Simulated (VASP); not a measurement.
# K2Pt (Fm-3m) in VASP: further runs

K2Pt is run at these levels: LDA; tasks: single point, relaxation of volume and atoms at fixed shape.

Program: VASP 6.6.1. These are calculated values, not measurements. Logs are shortened: lines on timing, memory, paths and dates and some standing lists are left out, and cuts for length are marked.

## (1) The cell of the first run

The structure is cubic, space group Fm-3m (No. 225). Conventional cell: a = 7.280 Å, b = 7.280 Å, c = 7.280 Å, α = 90.00°, β = 90.00°, γ = 90.00°. K (site symmetry -43m) has 4 Pt at 3.15 Å and 6 K at 3.64 Å within 4.1 Å. Within 4.1 Å of Pt (site symmetry m-3m) lie 8 K at 3.15 Å.

## (2) Single point, LDA

Input file INCAR:

```
  PREC = Accurate
  ENCUT = 500
  EDIFF = 1E-6
  ISMEAR = -1
  SIGMA = 0.1
  LREAL = F
  LASPH = T
  NELM = 120
  ALGO = Normal
  ISIF = 2
  LWAVE = F
  LCHARG = F
  GGA = CA
  NBANDS = 21
  GGA_COMPAT = F
```

Input file KPOINTS:

```
Automatic mesh
0
Gamma
  4 4 4
```

Input file POSCAR:

```
K2Pt
1.0
    0.0000000000      3.6401419796      3.6401419796
    3.6401419796      0.0000000000      3.6401419796
    3.6401419796      3.6401419796      0.0000000000
K Pt
2 1
Direct
    0.7500000000      0.7500000000      0.7500000000
    0.2500000000      0.2500000000      0.2500000000
    0.0000000000      0.0000000000      0.0000000000
```

Potentials or basis: VASP PAW LDA potentials, release 64 (K_sv, Pt).

On the command line:

```bash
$ cat potpaw_LDA.64/K_sv/POTCAR potpaw_LDA.64/Pt/POTCAR > POTCAR
$ mpirun -np 1 vasp_std > vasp.out
```

OUTCAR:

```text
PREC = Accurate
   ENCUT = 500
   EDIFF = 1E-6
   ISMEAR = -1
   LREAL = F
   LASPH = T
   NELM = 120
   ISIF = 2
   GGA = CA

 ion  position               nearest neighbor table
   1  0.750  0.750  0.750-   3 3.15   3 3.15   3 3.15   3 3.15   2 3.64   2 3.64   2 3.64   2 3.64
                             2 3.64   2 3.64
   2  0.250  0.250  0.250-   3 3.15   3 3.15   3 3.15   3 3.15   1 3.64   1 3.64   1 3.64   1 3.64
                             1 3.64   1 3.64
   3  0.000  0.000  0.000-   1 3.15   2 3.15   1 3.15   1 3.15   1 3.15   2 3.15   2 3.15   2 3.15

  LATTYP: Found a face centered cubic cell.
 ALAT       =     7.2802839592

  Lattice vectors:

 A1 = (   0.0000000000,   3.6401419796,   3.6401419796)
 A2 = (   3.6401419796,   0.0000000000,   3.6401419796)
 A3 = (   3.6401419796,   3.6401419796,   0.0000000000)

Analysis of symmetry for initial positions (statically):
=====================================================================
 Subroutine PRICEL returns:
 Original cell was already a primitive cell.

 Routine SETGRP: Setting up the symmetry group for a
 face centered cubic supercell.

 Subroutine GETGRP returns: Found 48 space group operations
 (whereof 48 operations were pure point group operations)
 out of a pool of 48 trial point group operations.

The static configuration has the point symmetry O_h .

Analysis of symmetry for dynamics (positions and initial velocities):
=====================================================================
 Subroutine PRICEL returns:
 Original cell was already a primitive cell.

 Routine SETGRP: Setting up the symmetry group for a
 face centered cubic supercell.

 Subroutine GETGRP returns: Found 48 space group operations
 (whereof 48 operations were pure point group operations)
 out of a pool of 48 trial point group operations.

The dynamic configuration has the point symmetry O_h .

 Subroutine INISYM returns: Found 48 space group operations
 (whereof 48 operations are pure point group operations),
 and found     1 'primitive' translations

----------------------------------------------------------------------------------------

                                     Primitive cell

  volume of cell :      96.4684

  direct lattice vectors                    reciprocal lattice vectors
     0.000000000  3.640141980  3.640141980    -0.137357280  0.137357280  0.137357280
     3.640141980  0.000000000  3.640141980     0.137357280 -0.137357280  0.137357280
     3.640141980  3.640141980  0.000000000     0.137357280  0.137357280 -0.137357280

  length of vectors
     5.147938157  5.147938157  5.147938157     0.237909787  0.237909787  0.237909787

  position of ions in fractional coordinates (direct lattice)
     0.750000000  0.750000000  0.750000000
     0.250000000  0.250000000  0.250000000
     0.000000000  0.000000000  0.000000000

  ion indices of the primitive-cell ions
   primitive index   ion index
                 1           1
                 2           2
                 3           3

----------------------------------------------------------------------------------------

 KPOINTS: Automatic mesh

Automatic generation of k-mesh.
 Grid dimensions read from file:
 generate k-points for:    4    4    4

 Generating k-lattice:

  Cartesian coordinates                     Fractional coordinates (reciprocal lattice)
    -0.034339320  0.034339320  0.034339320     0.250000000  0.000000000  0.000000000
     0.034339320 -0.034339320  0.034339320     0.000000000  0.250000000  0.000000000
     0.034339320  0.034339320 -0.034339320     0.000000000  0.000000000  0.250000000

  Length of vectors
     0.059477447  0.059477447  0.059477447

  Shift w.r.t. Gamma in fractional coordinates (k-lattice)
     0.000000000  0.000000000  0.000000000

 Subroutine IBZKPT returns following result:
 ===========================================

 Found      8 irreducible k-points:

 Following reciprocal coordinates:
            Coordinates               Weight
  0.000000  0.000000  0.000000      1.000000
  0.250000  0.000000  0.000000      8.000000
  0.500000  0.000000  0.000000      4.000000
  0.250000  0.250000  0.000000      6.000000
  0.500000  0.250000  0.000000     24.000000
 -0.250000  0.250000  0.000000     12.000000
  0.500000  0.500000  0.000000      3.000000
 -0.250000  0.500000  0.250000      6.000000
   k-points           NKPTS =      8   k-points in BZ     NKDIM =      8   number of bands    NBANDS=     21
   number of dos      NEDOS =    301   number of ions     NIONS =      3
   total plane-waves  NPLWV =  64000
   dimension x,y,z NGX =    40 NGY =   40 NGZ =   40
   dimension x,y,z NGXF=    80 NGYF=   80 NGZF=   80
   ions per type =               2   1
   NGX,Y,Z   is equivalent  to a cutoff of  12.92, 12.92, 12.92 a.u.
   NGXF,Y,Z  is equivalent  to a cutoff of  25.83, 25.83, 25.83 a.u.
 SYSTEM =  unknown system
   PREC   = accura    normal or accurate (medium, high low for compatibility)
   ISTART =      0    job   : 0-new  1-cont  2-samecut
   ICHARG =      2    charge: 1-file 2-atom 10-const
   ISPIN  =      1    spin polarized calculation?
   LNONCOLLINEAR =      F non collinear calculations
   LSORBIT =      F    spin-orbit coupling
   LASPH  =      T    aspherical Exc in radial PAW
   ENCUT  =  500.0 eV  36.75 Ry    6.06 a.u.   9.39  9.39  9.39*2*pi/ulx,y,z
   NELM   =    120;   NELMIN=  2; NELMDL= -5     # of ELM steps
   EDIFF  = 0.1E-05   stopping-criterion for ELM
   LREAL  =      F    real-space projection
   EDIFFG = 0.1E-04   stopping-criterion for IOM
   NSW    =      0    number of steps for IOM
   IBRION =     -1    ionic relax: 0-MD 1-quasi-New 2-CG
   NFREE  =      0    steps in history (QN), initial steepest desc. (CG)
   ISIF   =      2    stress and relaxation
   ISYM   =      2    0-nonsym 1-usesym 2-fastsym
   POTIM  = 0.5000    time-step for ionic-motion
   TEBEG  =    0.0;   TEEND  =   0.0 temperature during run
   PSTRESS=    0.0 pullay stress
   NELECT =      28.0000    total number of electrons
   NUPDOWN=      -1.0000    fix difference up-down
   EMIN   =  10.00;   EMAX   =-10.00  energy-range for DOS
   EFERMI =   0.00;   METHOD = LEGACY
   ISMEAR =    -1;   SIGMA  =   0.10  broadening in eV -4-tet -1-fermi 0-gaus
   EFERMI_NEDOS =   21; number of points for ismear=-14 and -15
   IALGO  =     38    algorithm
   IMIX   =      4    mixing-type and parameters
     AMIX     =   0.40;   BMIX     =  1.00
     AMIX_MAG =   1.60;   BMIX_MAG =  1.00
  volume/ion in A,a.u.               =      32.16       217.00
  Fermi-wavevector in a.u.,A,eV,Ry     =   1.083925  2.048321 15.985392  1.174893
  Thomas-Fermi vector in A             =   2.220003
   LORBIT       =      0    0 simple, 1 ext, 2 COOP (PROOUT), +10 PAW based schemes
   GGA     = CA    functional components
   LHFCALC =     F    Hartree Fock is set to
   AEXX    =    0.0000 exact exchange contribution
   IVDW    =     0    specifies the selected vdW correction
   LEPSILON=     F    determine dielectric tensor
   LRPA    =     F    only Hartree local field effects (RPA)
 non-spin polarized calculation
  energy-cutoff  :      500.00
  volume of cell :       96.47
 maximum number of plane-waves:      2468
 NGX is ok and might be reduce to    40
   NGX = 19   NGY = 19   NGZ = 19

 number of electron      28.0000001 magnetization

 Free energy of the ion-electron system (eV)
  ---------------------------------------------------
  ext. energy  EPLUGINS =         0.00000000
  ---------------------------------------------------
  free energy    TOTEN  =        -9.51826395 eV

  energy without entropy =       -9.51767686  energy(sigma->0) =       -9.51797040

 E-fermi :   1.3124     XC(G=0):  -8.4904

 val. band max:        0.3926934226   @ k =   0.5000   0.5000   0.0000
 cond. band min:       1.9213784613   @ k =   0.5000   0.0000   0.0000
 fundamental gap:      1.5286850387
 Fermi energy:         1.3123860373

 k-point     1 :       0.0000    0.0000    0.0000
  band No.  band energies     occupation
      1     -28.6475      2.00000
      2     -28.5367      2.00000
      3     -12.5437      2.00000
      4     -12.5437      2.00000
      5     -12.5437      2.00000
      6     -12.2201      2.00000
[... 13 lines left out ...]
     20       6.5278      0.00000
     21      10.1110      0.00000

 k-point     2 :       0.2500    0.0000    0.0000
  band No.  band energies     occupation
      1     -28.6304      2.00000
      2     -28.5525      2.00000
      3     -12.5064      2.00000
      4     -12.4998      2.00000
      5     -12.4998      2.00000
      6     -12.2987      2.00000
[... 13 lines left out ...]
     20       7.9816      0.00000
     21       8.2494      0.00000

 k-point     3 :       0.5000    0.0000    0.0000
  band No.  band energies     occupation
      1     -28.5913      2.00000
      2     -28.5902      2.00000
      3     -12.4368      2.00000
      4     -12.4075      2.00000
      5     -12.3951      2.00000
      6     -12.3951      2.00000
[... 13 lines left out ...]
     20       6.8613      0.00000
     21       7.7931      0.00000

 k-point     4 :       0.2500    0.2500    0.0000
  band No.  band energies     occupation
      1     -28.6277      2.00000
      2     -28.5546      2.00000
      3     -12.5677      2.00000
      4     -12.5677      2.00000
      5     -12.4656      2.00000
      6     -12.3465      2.00000
[... 13 lines left out ...]
     20       7.8311      0.00000
     21       8.5566      0.00000

 k-point     5 :       0.5000    0.2500    0.0000
  band No.  band energies     occupation
      1     -28.6031      2.00000
      2     -28.5777      2.00000
      3     -12.6057      2.00000
      4     -12.5471      2.00000
      5     -12.5325      2.00000
      6     -12.2510      2.00000
[... 13 lines left out ...]
     20       7.3329      0.00000
     21       7.6036      0.00000

 k-point     6 :      -0.2500    0.2500    0.0000
  band No.  band energies     occupation
      1     -28.6090      2.00000
      2     -28.5724      2.00000
      3     -12.6066      2.00000
      4     -12.4493      2.00000
      5     -12.4103      2.00000
      6     -12.3724      2.00000
[... 13 lines left out ...]
     20       7.3402      0.00000
     21       7.6608      0.00000

 k-point     7 :       0.5000    0.5000    0.0000
  band No.  band energies     occupation
      1     -28.6078      2.00000
      2     -28.5723      2.00000
      3     -12.6961      2.00000
      4     -12.5914      2.00000
      5     -12.5914      2.00000
      6     -12.1875      2.00000
[... 13 lines left out ...]
     20       6.6404      0.00000
     21       7.7882      0.00000

 k-point     8 :      -0.2500    0.5000    0.2500
  band No.  band energies     occupation
      1     -28.5901      2.00000
      2     -28.5901      2.00000
      3     -12.6592      2.00000
      4     -12.6291      2.00000
      5     -12.3942      2.00000
      6     -12.3942      2.00000
[... 13 lines left out ...]
     20       6.8441      0.00000
     21       7.4263      0.00000

------------------------ aborting loop because EDIFF is reached ----------------------------------------

  FORCE on cell =-STRESS in cart. coord.  units (eV):
  Direction    XX          YY          ZZ          XY          YZ          ZX
  --------------------------------------------------------------------------------------
  -------------------------------------------------------------------------------------
  Total        0.0567710      0.0567710      0.0567710      0.0000000     -0.0000000     -0.0000000
  in kB        0.9428712      0.9428712      0.9428712      0.0000000     -0.0000000     -0.0000000
  external PRESSURE =       0.9428712 kB  Pullay stress =       0.0000000 kB

 VOLUME and BASIS-vectors are now :
 -----------------------------------------------------------------------------
  energy-cutoff  :      500.00
  volume of cell :       96.47
      direct lattice vectors                 reciprocal lattice vectors
     0.000000000  3.640141980  3.640141980    -0.137357280  0.137357280  0.137357280
     3.640141980  0.000000000  3.640141980     0.137357280 -0.137357280  0.137357280
     3.640141980  3.640141980  0.000000000     0.137357280  0.137357280 -0.137357280

 POSITION                                       TOTAL-FORCE (eV/Angst)
 -----------------------------------------------------------------------------------
      5.46021      5.46021      5.46021        -0.000000     -0.000000     -0.000000
      1.82007      1.82007      1.82007         0.000000      0.000000      0.000000
      0.00000      0.00000      0.00000         0.000000     -0.000000      0.000000
 -----------------------------------------------------------------------------------
    total drift:                               -0.000000     -0.000000      0.000000

  FREE ENERGIE OF THE ION-ELECTRON SYSTEM (eV)
  ---------------------------------------------------
  free  energy   TOTEN  =        -9.5182639463 eV

  energy  without entropy=       -9.5176768555  energy(sigma->0) =       -9.51797040
```

Run time: 20 s. Hardware: 1 thread of AMD EPYC 7R43 (Zen 3), shared host; peak memory 0.15 GiB.

What came out:

```
Free energy            : -9.5183 eV
Pressure               : 0.1 GPa
Band gap on the k mesh : 1.53 eV (least direct gap 1.59 eV)
```

Caveat: spin-orbit coupling is left out, which moves the levels of the heavy elements. A k mesh can miss the band edges.

## (3) Relaxation of volume and atoms at fixed shape, LDA

This run uses another cell than the first one, of 36.05 Å³/atom.

Input file INCAR:

```
PREC     = Accurate       # precision mode
ENCUT    = 500            # plane-wave cutoff, eV
EDIFF    = 1E-7           # SCF threshold, eV
ISMEAR   = -1             # smearing method
SIGMA    = 0.1            # smearing width, eV
LREAL    = False          # projectors in reciprocal space
LASPH    = True           # aspherical terms in the spheres
NELM     = 120            # most SCF steps
ALGO     = Normal         # electronic algorithm
ISIF     = 8              # what is computed and relaxed
LWAVE    = False          # write WAVECAR
LCHARG   = False          # write CHGCAR
GGA      = CA             # functional
IBRION   = 2              # ionic algorithm
NSW      = 80             # ionic steps
EDIFFG   = -0.02          # ionic threshold
GGA_COMPAT= False        
NELMIN   = 4
```

KPOINTS is that of step 2.

Input file POSCAR:

```
K2Pt
1.0
    0.0000000000      3.7814630000      3.7814630000
    3.7814630000      0.0000000000      3.7814630000
    3.7814630000      3.7814630000      0.0000000000
K Pt
2 1
Direct
    0.7500000000      0.7500000000      0.7500000000
    0.2500000000      0.2500000000      0.2500000000
    0.0000000000      0.0000000000      0.0000000000
```

Potentials or basis: VASP PAW LDA potentials, release 64 (K_sv, Pt).

On the command line:

```bash
$ cat potpaw_LDA.64/K_sv/POTCAR potpaw_LDA.64/Pt/POTCAR > POTCAR
$ mpirun -np 1 vasp_std > vasp.out
```

It took 57 s on 1 thread of AMD EPYC 7R43 (Zen 3), shared host; peak memory 0.18 GiB.

The run converged. Its results:

- Free energy: -9.5212 eV
- Relaxed volume: 32.30 Å³/atom
- Relaxed cell: a = 5.156 Å, b = 5.156 Å, c = 5.156 Å, α = 60.00°, β = 60.00°, γ = 60.00°
- Space group after relaxing (to 0.1 Å): Fm-3m (No. 225)
- Energy gained by relaxing: 23.1 meV/atom
- Ionic steps: 4
- Pressure after relaxing: 0.0 GPa
- Band gap on the k mesh: 1.52 eV (least direct gap 1.58 eV)

The path:
```
step  energy change (eV)  largest force (eV/Å)  pressure (GPa)  volume (Å³)
   1              0.0000                0.0000           -1.79       108.15
   2             -0.0538                0.0000           -0.94       101.96
   3             -0.0691                0.0000           -0.11        97.47
   4             -0.0693                0.0000            0.01        96.91
```

Final structure:
```
CELL_PARAMETERS angstrom
0.00000 3.64572 3.64572
3.64572 0.00000 3.64572
3.64572 3.64572 0.00000
ATOMIC_POSITIONS crystal
K 0.75000 0.75000 0.75000
K 0.25000 0.25000 0.25000
Pt 0.00000 0.00000 0.00000
```

Levels at points of the mesh, in eV from the valence-band top:
```tsv
k point	band 11	band 12	band 13	band 14	band 15	band 16	band 17	band 18
(0.00, 0.00, 0.00)	-0.25	-0.02	-0.02	-0.02	3.60	3.60	3.60	6.11
(0.50, 0.00, 0.00)	-0.17	-0.14	-0.06	-0.06	1.52	4.44	4.44	6.44
(0.50, 0.50, 0.00)	-0.34	-0.06	-0.06	0.00	1.72	4.01	4.63	4.63
```

Caveat: spin-orbit coupling is left out, which moves the levels of the heavy elements. A k mesh can miss the band edges.
